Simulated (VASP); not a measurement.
Here is a VASP 6.6.1 calculation.

File INCAR:

```
SYSTEM = CuO
PREC = Accurate
ENCUT = 700
EDIFF = 1E-6
ISMEAR = -1
SIGMA = 0.1
LREAL = .False.
LASPH = .True.
NELM = 200
ALGO = Normal
ISIF = 2
LWAVE = .False.
LCHARG = .False.
ISPIN = 2
MAGMOM = 0 0 1 0
LORBIT = 11
LMAXMIX = 4
LDAU = .True.
LDAUTYPE = 2
LDAUL = -1 2
LDAUU = 0 4
LDAUJ = 0 0
LDAUPRINT = 1
GGA = PE
NBANDS = 37
GGA_COMPAT = .False.
```

The input KPOINTS:

```
Automatic mesh
0
Gamma
  7 7 4
  0 0 0
```

The input POSCAR:

```
CuO
1.0
    2.3415000000     -1.7101500000      0.0000000000
    2.3415000000      1.7101500000      0.0000000000
   -0.8640400000      0.0000000000      5.0511300000
O Cu
2 2
Direct
    0.5830000000      0.4170000000      0.2500000000
    0.4170000000      0.5830000000      0.7500000000
    0.0000000000      0.5000000000      0.0000000000
    0.5000000000      0.0000000000      0.5000000000
```

Potentials or basis: VASP PAW PBE potentials, release 64 (O, Cu_sv_GW).

The run is started by

```bash
$ cat potpaw_PBE.64/O/POTCAR potpaw_PBE.64/Cu_sv_GW/POTCAR > POTCAR
$ mpirun -np 1 vasp_std > vasp.out
```

Q: What does it give for the site moments?

A: O -0.00; Cu +0.62, -0.62 μB.

Q: What does it give for the band gap on the k mesh?

A: 0.78 eV (least direct gap 1.03 eV).

Stress tensor (GPa, compression positive):
```
 3.02 -0.01 -0.24
-0.01  3.48 -0.01
-0.24 -0.01  4.26
```

Caveat: the cell stands under pressure; an odd mesh through Γ misses points on the zone boundary, where band edges can lie.
